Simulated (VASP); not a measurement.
Wanted: the native input for a VASP 6.6.1 run.

| Property | Result |
| --- | --- |
| Task | relaxation of cell and atoms |
| Functional | pbesol exchange, lda correlation |
| Potentials or basis | VASP PAW PBE potentials, release 64 (Cd) |
| Cutoff | 500 eV |
| k mesh | 9 × 9 × 9 |
| Occupations | methfessel-paxton, width 0.1 eV |
| Spin | no spin polarisation |
| Target pressure | 60 GPa |
| Dipole correction | no |
| Further INCAR settings | ALGO = Normal; EDIFF = 1e-07; IBRION = 2; EDIFFG = -0.02; NSW = 80; ISIF = 3 |

The structure of Cd lies in POSCAR:

```
Cd
1.0
    0.0000000000      2.2100000000      2.2100000000
    2.2100000000      0.0000000000      2.2100000000
    2.2100000000      2.2100000000      0.0000000000
Cd
1
Direct
    0.0000000000      0.0000000000      0.0000000000
```

This isn't the form of Cd at room conditions, which is hcp.

One way to write it, as run:

INCAR

```
  PREC = Accurate
  ENCUT = 500
  EDIFF = 1E-7
  ISMEAR = 1
  SIGMA = 0.1
  LREAL = False
  LASPH = True
  NELM = 120
  ALGO = Normal
  ISIF = 3
  LWAVE = False
  LCHARG = False
  GGA = LIBXC
  LIBXC1 = GGA_X_PBE_SOL
  LIBXC2 = LDA_C_PW
  IBRION = 2
  NSW = 80
  EDIFFG = -0.02
  PSTRESS = 600.0
  GGA_COMPAT = False
  NELMIN = 4
```

KPOINTS

```
Automatic mesh
0
Gamma
  9 9 9
```

Potentials or basis: VASP PAW PBE potentials, release 64 (Cd).

Launch:

```sh
$ cat potpaw_PBE.64/Cd/POTCAR > POTCAR
$ mpirun -np 1 vasp_std > vasp.out
```

Results of the run:

```json
{
 "Relaxed volume": "15.27 Å³/atom",
 "Relaxed cell": "a = 2.785 Å, b = 2.785 Å, c = 2.785 Å, α = 60.00°, β = 60.00°, γ = 60.00°",
 "Space group after relaxing (to 0.1 Å)": "Fm-3m (No. 225)",
 "Energy change on relaxing (the run minimises the enthalpy)": "+983.8 meV/atom",
 "Ionic steps": "10",
 "Pressure after relaxing": "60.0 GPa",
 "Band gap on the k mesh": "zero (bands 6 and 7 overlap by 0.88 eV)"
}
```

Caveat: the cell is relaxed towards a set pressure, so the run minimises the enthalpy, not the energy; the volume moved by over 15 % at a fixed basis, so the end points are rough; the PAW data sets were made with another functional, which shifts forces and pressure a little.

It took 33 s on 1 thread of AMD EPYC 9R45 96-Core Processor (Zen 5), with other jobs on the host, peak memory 0.13 GiB.
